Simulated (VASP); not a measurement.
Set up this calculation in VASP 6.6.1, as the native input.

```yaml
Task: single point
Functional: PBEsol
Potentials_or_basis: VASP PAW PBE potentials, release 64 (Mg)
Cutoff: 520 eV
k_mesh: 6 × 6 × 6
Occupations: gaussian, width 0.15 eV
Spin: no spin polarisation
Dipole_correction: no
Further_INCAR_settings: ALGO = Normal; EDIFF = 1e-06; NBANDS = 7
```

The structure of Mg lies in POSCAR:

```
Mg
1.0
    3.9457890000      0.0000000000      0.0000000000
    0.0000000000      3.9457890000      0.0000000000
    0.0000000000      0.0000000000      3.9457890000
Mg
1
Direct
    0.5000000000      0.5000000000      0.5000000000
```

This isn't the form of Mg at room conditions, which is hcp.

The input as run:

INCAR

```
PREC = Accurate ; ENCUT = 520
EDIFF = 1E-6 ; ISMEAR = 0
SIGMA = 0.15 ; LREAL = F
LASPH = T ; NELM = 100
ALGO = Normal ; ISIF = 2
LWAVE = F ; LCHARG = T
GGA = PS ; LELF = T
LVHAR = T ; NBANDS = 7
```

KPOINTS

```
Automatic mesh
0
Gamma
  6 6 6
```

Potentials or basis: VASP PAW PBE potentials, release 64 (Mg).

The run is started by

```bash
$ cat potpaw_PBE.64/Mg/POTCAR > POTCAR
$ mpirun -np 1 vasp_std > vasp.out
```

It gave:

* Pressure: -3.1 GPa
* Band gap on the k mesh: zero (bands 1 and 2 overlap by 2.45 eV)

Caveat: the cell stands under tension; the PAW data sets were made with another functional, which shifts forces and pressure a little.

Run time: 15 s on 1 thread of Intel Xeon 8259CL, with other jobs on the host, peak memory 0.16 GiB.
